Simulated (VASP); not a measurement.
Input of a VASP 6.6.1 run:

The input INCAR:

```
PREC = Accurate
ENCUT = 520
EDIFF = 1E-6
ISMEAR = -1
SIGMA = 0.15
LREAL = False
LASPH = True
NELM = 100
ALGO = Normal
ISIF = 2
LWAVE = False
LCHARG = False
GGA = PE
NBANDS = 18
```

Contents of KPOINTS:

```
regular mesh
0
Gamma
  13 13 13
```

The input POSCAR:

```
Si2Mo
1.0
   -1.5892614214      1.5892614214      3.9041200105
    1.5892614214     -1.5892614214      3.9041200105
    1.5892614214      1.5892614214     -3.9041200105
Si Mo
2 1
Direct
    0.3330000000      0.3330000000      0.0000000000
    0.6670000000      0.6670000000      0.0000000000
    0.0000000000      0.0000000000      0.0000000000
```

Potentials or basis: VASP PAW PBE potentials, release 64 (Si, Mo_sv).

The run is started by

```bash
$ cat potpaw_PBE.64/Si/POTCAR potpaw_PBE.64/Mo_sv/POTCAR > POTCAR
$ mpirun -np 1 vasp_std > vasp.out
```

(1) What does it give for the largest force?

(2) Estimate the band gap on the k mesh.

(3) Predict the pressure.

## Answers

(1) 0.229 eV/Å.

(2) zero (bands 11 and 12 overlap by 0.98 eV).

(3) 7.1 GPa.

Caveat: the cell stands under pressure.
